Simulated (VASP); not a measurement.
**Na: single point with PBEsol**

The system is Na.

```
Na
1.0
    -1.88829    1.88829    2.63728
     1.88829   -1.88829    2.63728
     1.88829    1.88829   -2.63728
Na
1
Direct
  0.00000 0.00000 0.00000
```

```json
{
 "Program": "VASP 6.6.1",
 "Task": "single point",
 "Functional": "PBEsol",
 "Potentials or basis": "VASP PAW PBE potentials, release 64 (Na_pv)",
 "Cutoff": "520 eV",
 "k mesh": "4 × 4 × 4",
 "Occupations": "methfessel-paxton, width 0.1 eV",
 "Spin": "no spin polarisation",
 "Dipole correction": "no",
 "Further INCAR settings": "ALGO = Normal; EDIFF = 1e-07; NBANDS = 10"
}
```

```yaml
Pressure: 0.0 GPa
```

Stress tensor (GPa, compression positive):
```
 0.55  0.00  0.00
 0.00  0.55  0.00
 0.00  0.00 -1.05
```

Levels at points of the mesh, in eV from the Fermi level:
```
           k point  band 1  band 2  band 3  band 4  band 5  band 6
(0.00, 0.00, 0.00)  -25.15  -25.15  -25.15   -3.60   10.64   10.64
(0.50, 0.00, 0.00)  -25.18  -25.15  -25.15    0.19    0.60    9.61
(0.50, 0.50, 0.00)  -25.18  -25.16  -25.16    1.35    1.91    5.90
(0.50, 0.50, 0.50)  -25.18  -25.16  -25.16    1.48    2.03    5.79
```

It took 3.6 s on 1 thread of Intel(R) Xeon(R) Platinum 8259CL CPU @ 2.50GHz (Skylake/Cascade Lake) (shared host), peak memory 0.14 GiB.

Caveat: the k points lie up to 0.59 Å⁻¹ apart; the PAW data sets were made with another functional, which shifts forces and pressure a little.
